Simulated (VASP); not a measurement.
# Sn5C (F-43m) in VASP: single point with PBE

Aim: the single point of Sn5C with PBE.

Everything below comes from runs of VASP 6.6.1. Logs are shortened: lines on timing, memory, paths and dates and some standing lists are left out, and cuts for length are marked.

**1. The cell of the first run**

The structure is cubic, space group F-43m (No. 216). Conventional cell: a = 8.412 Å, b = 8.412 Å, c = 8.412 Å, α = 90.00°, β = 90.00°, γ = 90.00°. Sn (site symmetry 3m) has 9 Sn at 2.97 to 3.49 Å and 3 C at 3.49 Å within 3.9 Å. Within 4.6 Å of Sn (site symmetry -43m) lie 12 Sn at 3.49 Å and 4 C at 3.64 Å. Within 4.6 Å of C (site symmetry -43m) lie 16 Sn at 3.49 to 3.64 Å.

**2. Single point, PBE**

Input file INCAR:

```
SYSTEM = Sn5C
  PREC = Accurate
  ENCUT = 520
  EDIFF = 1E-6
  ISMEAR = 0
  SIGMA = 0.1
  LREAL = .False.
  LASPH = .True.
  NELM = 100
  ALGO = Normal
  ISIF = 2
  LWAVE = .False.
  LCHARG = .True.
  GGA = PE
  LELF = .True.
  LVHAR = .True.
  NBANDS = 46
```

Input file KPOINTS:

```
Automatic mesh
0
Gamma
  4 4 4
  0 0 0
```

Input file POSCAR:

```
Sn5C
1.0
    0.0000000000      4.2059289800      4.2059289800
    4.2059289800      0.0000000000      4.2059289800
    4.2059289800      4.2059289800      0.0000000000
Sn C
5 1
Direct
    0.1250000000      0.6250000000      0.6250000000
    0.6250000000      0.6250000000      0.6250000000
    0.6250000000      0.1250000000      0.6250000000
    0.6250000000      0.6250000000      0.1250000000
    0.2500000000      0.2500000000      0.2500000000
    0.0000000000      0.0000000000      0.0000000000
```

Potentials or basis: VASP PAW PBE potentials, release 64 (Sn_d, C).

Run with:

```
cat potpaw_PBE.64/Sn_d/POTCAR potpaw_PBE.64/C/POTCAR > POTCAR
mpirun -np 1 vasp_std > vasp.out
```

OUTCAR:

```text
SYSTEM = Sn5C
   PREC = Accurate
   ENCUT = 520
   EDIFF = 1E-6
   ISMEAR = 0
   LREAL = .False.
   LASPH = .True.
   NELM = 100
   ISIF = 2
   GGA = PE

 ion  position               nearest neighbor table
   1  0.125  0.625  0.625-   2 2.97   4 2.97   3 2.97   2 2.97   3 2.97   4 2.97   5 3.49   5 3.49
                             5 3.49
   2  0.625  0.625  0.625-   1 2.97   3 2.97   4 2.97   4 2.97   3 2.97   1 2.97   5 3.49   5 3.49
                             5 3.49
   3  0.625  0.125  0.625-   2 2.97   4 2.97   1 2.97   2 2.97   4 2.97   1 2.97   5 3.49   5 3.49
                             5 3.49
   4  0.625  0.625  0.125-   2 2.97   1 2.97   2 2.97   3 2.97   3 2.97   1 2.97   5 3.49   5 3.49
                             5 3.49
   5  0.250  0.250  0.250-   1 3.49   2 3.49   3 3.49   1 3.49   4 3.49   3 3.49   4 3.49   2 3.49
                             3 3.49   2 3.49   4 3.49   1 3.49
   6  0.000  0.000  0.000-

  LATTYP: Found a face centered cubic cell.
 ALAT       =     8.4118579600

  Lattice vectors:

 A1 = (   0.0000000000,   4.2059289800,   4.2059289800)
 A2 = (   4.2059289800,   0.0000000000,   4.2059289800)
 A3 = (   4.2059289800,   4.2059289800,   0.0000000000)

Analysis of symmetry for initial positions (statically):
=====================================================================
 Subroutine PRICEL returns:
 Original cell was already a primitive cell.

 Routine SETGRP: Setting up the symmetry group for a
 face centered cubic supercell.

 Subroutine GETGRP returns: Found 24 space group operations
 (whereof 24 operations were pure point group operations)
 out of a pool of 48 trial point group operations.

The static configuration has the point symmetry T_d .

Analysis of symmetry for dynamics (positions and initial velocities):
=====================================================================
 Subroutine PRICEL returns:
 Original cell was already a primitive cell.

 Routine SETGRP: Setting up the symmetry group for a
 face centered cubic supercell.

 Subroutine GETGRP returns: Found 24 space group operations
 (whereof 24 operations were pure point group operations)
 out of a pool of 48 trial point group operations.

The dynamic configuration has the point symmetry T_d .

 Subroutine INISYM returns: Found 24 space group operations
 (whereof 24 operations are pure point group operations),
 and found     1 'primitive' translations

----------------------------------------------------------------------------------------

                                     Primitive cell

  volume of cell :     148.8044

  direct lattice vectors                    reciprocal lattice vectors
     0.000000000  4.205928980  4.205928980    -0.118879801  0.118879801  0.118879801
     4.205928980  0.000000000  4.205928980     0.118879801 -0.118879801  0.118879801
     4.205928980  4.205928980  0.000000000     0.118879801  0.118879801 -0.118879801

  length of vectors
     5.948081806  5.948081806  5.948081806     0.205905855  0.205905855  0.205905855

  position of ions in fractional coordinates (direct lattice)
     0.125000000  0.625000000  0.625000000
     0.625000000  0.625000000  0.625000000
     0.625000000  0.125000000  0.625000000
     0.625000000  0.625000000  0.125000000
     0.250000000  0.250000000  0.250000000
     0.000000000  0.000000000  0.000000000

  ion indices of the primitive-cell ions
   primitive index   ion index
                 1           1
                 2           2
                 3           3
                 4           4
                 5           5
                 6           6

----------------------------------------------------------------------------------------

 KPOINTS: Automatic mesh

Automatic generation of k-mesh.
 Grid dimensions read from file:
 generate k-points for:    4    4    4

 Generating k-lattice:

  Cartesian coordinates                     Fractional coordinates (reciprocal lattice)
    -0.029719950  0.029719950  0.029719950     0.250000000  0.000000000  0.000000000
     0.029719950 -0.029719950  0.029719950     0.000000000  0.250000000  0.000000000
     0.029719950  0.029719950 -0.029719950     0.000000000  0.000000000  0.250000000

  Length of vectors
     0.051476464  0.051476464  0.051476464

  Shift w.r.t. Gamma in fractional coordinates (k-lattice)
     0.000000000  0.000000000  0.000000000

 Subroutine IBZKPT returns following result:
 ===========================================

 Found      8 irreducible k-points:

 Following reciprocal coordinates:
            Coordinates               Weight
  0.000000  0.000000  0.000000      1.000000
  0.250000  0.000000  0.000000      8.000000
  0.500000  0.000000  0.000000      4.000000
  0.250000  0.250000  0.000000      6.000000
  0.500000  0.250000  0.000000     24.000000
 -0.250000  0.250000  0.000000     12.000000
  0.500000  0.500000  0.000000      3.000000
 -0.250000  0.500000  0.250000      6.000000
   k-points           NKPTS =      8   k-points in BZ     NKDIM =      8   number of bands    NBANDS=     46
   number of dos      NEDOS =    301   number of ions     NIONS =      6
   total plane-waves  NPLWV = 110592
   dimension x,y,z NGX =    48 NGY =   48 NGZ =   48
   dimension x,y,z NGXF=    96 NGYF=   96 NGZF=   96
   ions per type =               5   1
   NGX,Y,Z   is equivalent  to a cutoff of  13.42, 13.42, 13.42 a.u.
   NGXF,Y,Z  is equivalent  to a cutoff of  26.83, 26.83, 26.83 a.u.
 SYSTEM =  Sn5C
   PREC   = accura    normal or accurate (medium, high low for compatibility)
   ISTART =      0    job   : 0-new  1-cont  2-samecut
   ICHARG =      2    charge: 1-file 2-atom 10-const
   ISPIN  =      1    spin polarized calculation?
   LNONCOLLINEAR =      F non collinear calculations
   LSORBIT =      F    spin-orbit coupling
   LASPH  =      T    aspherical Exc in radial PAW
   ENCUT  =  520.0 eV  38.22 Ry    6.18 a.u.  11.06 11.06 11.06*2*pi/ulx,y,z
   NELM   =    100;   NELMIN=  2; NELMDL= -5     # of ELM steps
   EDIFF  = 0.1E-05   stopping-criterion for ELM
   LREAL  =      F    real-space projection
   EDIFFG = 0.1E-04   stopping-criterion for IOM
   NSW    =      0    number of steps for IOM
   IBRION =     -1    ionic relax: 0-MD 1-quasi-New 2-CG
   NFREE  =      0    steps in history (QN), initial steepest desc. (CG)
   ISIF   =      2    stress and relaxation
   ISYM   =      2    0-nonsym 1-usesym 2-fastsym
   POTIM  = 0.5000    time-step for ionic-motion
   TEBEG  =    0.0;   TEEND  =   0.0 temperature during run
   PSTRESS=    0.0 pullay stress
   NELECT =      74.0000    total number of electrons
   NUPDOWN=      -1.0000    fix difference up-down
   EMIN   =  10.00;   EMAX   =-10.00  energy-range for DOS
   EFERMI =   0.00;   METHOD = LEGACY
   ISMEAR =     0;   SIGMA  =   0.10  broadening in eV -4-tet -1-fermi 0-gaus
   EFERMI_NEDOS =   21; number of points for ismear=-14 and -15
   IALGO  =     38    algorithm
   IMIX   =      4    mixing-type and parameters
     AMIX     =   0.40;   BMIX     =  1.00
     AMIX_MAG =   1.60;   BMIX_MAG =  1.00
  volume/ion in A,a.u.               =      24.80       167.36
  Fermi-wavevector in a.u.,A,eV,Ry     =   1.297020  2.451013 22.888563  1.682262
  Thomas-Fermi vector in A             =   2.428440
   LORBIT       =      0    0 simple, 1 ext, 2 COOP (PROOUT), +10 PAW based schemes
   GGA     = PE    functional components
   LHFCALC =     F    Hartree Fock is set to
   AEXX    =    0.0000 exact exchange contribution
   IVDW    =     0    specifies the selected vdW correction
   LEPSILON=     F    determine dielectric tensor
   LRPA    =     F    only Hartree local field effects (RPA)
 non-spin polarized calculation
 Gauss-broadening in eV      SIGMA  =   0.10
  energy-cutoff  :      520.00
  volume of cell :      148.80
 maximum number of plane-waves:      4016
 NGX is ok and might be reduce to    48
   NGX = 23   NGY = 23   NGZ = 23

 number of electron      73.9999995 magnetization

 Free energy of the ion-electron system (eV)
  ---------------------------------------------------
  ext. energy  EPLUGINS =         0.00000000
  ---------------------------------------------------
  free energy    TOTEN  =       -20.67011327 eV

  energy without entropy =      -20.64076821  energy(sigma->0) =      -20.65544074

 E-fermi :   7.5048     XC(G=0): -10.2523

 val. band max:        7.4921508038   @ k =   0.2500   0.0000   0.0000
 cond. band min:       7.5465732853   @ k =  -0.2500   0.5000   0.2500
 fundamental gap:      0.0544224814
 Fermi energy:         7.5048262102

 k-point     1 :       0.0000    0.0000    0.0000
  band No.  band energies     occupation
      1     -14.6264      2.00000
      2     -14.4795      2.00000
      3     -14.4795      2.00000
      4     -14.4795      2.00000
      5     -14.4691      2.00000
      6     -14.4691      2.00000
[... 38 lines left out ...]
     45      13.8136      0.00000
     46      13.8136      0.00000

 k-point     2 :       0.2500    0.0000    0.0000
  band No.  band energies     occupation
      1     -14.5814      2.00000
      2     -14.4684      2.00000
      3     -14.4684      2.00000
      4     -14.4581      2.00000
      5     -14.4078      2.00000
      6     -14.4078      2.00000
[... 38 lines left out ...]
     45      12.0394      0.00000
     46      13.3267      0.00000

 k-point     3 :       0.5000    0.0000    0.0000
  band No.  band energies     occupation
      1     -14.5438      2.00000
      2     -14.4627      2.00000
      3     -14.4627      2.00000
      4     -14.3844      2.00000
      5     -14.2736      2.00000
      6     -14.2736      2.00000
[... 38 lines left out ...]
     45      11.8602      0.00000
     46      11.8602      0.00000

 k-point     4 :       0.2500    0.2500    0.0000
  band No.  band energies     occupation
      1     -14.5601      2.00000
      2     -14.4722      2.00000
      3     -14.4519      2.00000
      4     -14.4198      2.00000
      5     -14.4198      2.00000
      6     -14.3985      2.00000
[... 38 lines left out ...]
     45      12.5056      0.00000
     46      12.5056      0.00000

 k-point     5 :       0.5000    0.2500    0.0000
  band No.  band energies     occupation
      1     -14.5028      2.00000
      2     -14.4429      2.00000
      3     -14.4282      2.00000
      4     -14.4022      2.00000
      5     -14.3273      2.00000
      6     -14.2844      2.00000
[... 38 lines left out ...]
     45      11.1613      0.00000
     46      11.8600      0.00000

 k-point     6 :      -0.2500    0.2500    0.0000
  band No.  band energies     occupation
      1     -14.5233      2.00000
      2     -14.4471      2.00000
      3     -14.4435      2.00000
      4     -14.4120      2.00000
      5     -14.3823      2.00000
      6     -14.3011      2.00000
[... 38 lines left out ...]
     45      11.5917      0.00000
     46      12.1423      0.00000

 k-point     7 :       0.5000    0.5000    0.0000
  band No.  band energies     occupation
      1     -14.4776      2.00000
      2     -14.4765      2.00000
      3     -14.3487      2.00000
      4     -14.3425      2.00000
      5     -14.3233      2.00000
      6     -14.3233      2.00000
[... 38 lines left out ...]
     45       9.7161      0.00000
     46      11.2195      0.00000

 k-point     8 :      -0.2500    0.5000    0.2500
  band No.  band energies     occupation
      1     -14.4291      2.00000
      2     -14.4278      2.00000
      3     -14.4246      2.00000
      4     -14.4227      2.00000
      5     -14.2988      2.00000
      6     -14.2910      2.00000
[... 38 lines left out ...]
     45      11.6446      0.00000
     46      11.7563      0.00000

------------------------ aborting loop because EDIFF is reached ----------------------------------------

  FORCE on cell =-STRESS in cart. coord.  units (eV):
  Direction    XX          YY          ZZ          XY          YZ          ZX
  --------------------------------------------------------------------------------------
  -------------------------------------------------------------------------------------
  Total        4.2536614      4.2536614      4.2536614      0.0000000      0.0000000      0.0000000
  in kB       45.7991800     45.7991800     45.7991800      0.0000000      0.0000000      0.0000000
  external PRESSURE =      45.7991800 kB  Pullay stress =       0.0000000 kB

 VOLUME and BASIS-vectors are now :
 -----------------------------------------------------------------------------
  energy-cutoff  :      520.00
  volume of cell :      148.80
      direct lattice vectors                 reciprocal lattice vectors
     0.000000000  4.205928980  4.205928980    -0.118879801  0.118879801  0.118879801
     4.205928980  0.000000000  4.205928980     0.118879801 -0.118879801  0.118879801
     4.205928980  4.205928980  0.000000000     0.118879801  0.118879801 -0.118879801

 POSITION                                       TOTAL-FORCE (eV/Angst)
 -----------------------------------------------------------------------------------
      5.25741      3.15445      3.15445         0.116326     -0.116326     -0.116326
      5.25741      5.25741      5.25741         0.116326      0.116326      0.116326
      3.15445      5.25741      3.15445        -0.116326      0.116326     -0.116326
      3.15445      3.15445      5.25741        -0.116326     -0.116326      0.116326
      2.10296      2.10296      2.10296        -0.000000     -0.000000     -0.000000
      0.00000      0.00000      0.00000        -0.000000     -0.000000     -0.000000
 -----------------------------------------------------------------------------------
    total drift:                               -0.000000     -0.000000     -0.000000

  FREE ENERGIE OF THE ION-ELECTRON SYSTEM (eV)
  ---------------------------------------------------
  free  energy   TOTEN  =       -20.6701132669 eV

  energy  without entropy=      -20.6407682062  energy(sigma->0) =      -20.65544074
```

Run time: 1.8 min. Hardware: 1 thread of Intel Xeon 6975P-C, shared host; peak memory 0.32 GiB.

Results:

```
Free energy            : -20.6701 eV
Pressure               : 4.6 GPa
Band gap on the k mesh : zero (band 37 reaches 7.85 eV, above the bottom of band 38 at 6.52 eV)
```

Caveat: spin-orbit coupling is left out, which moves the levels of the heavy elements.
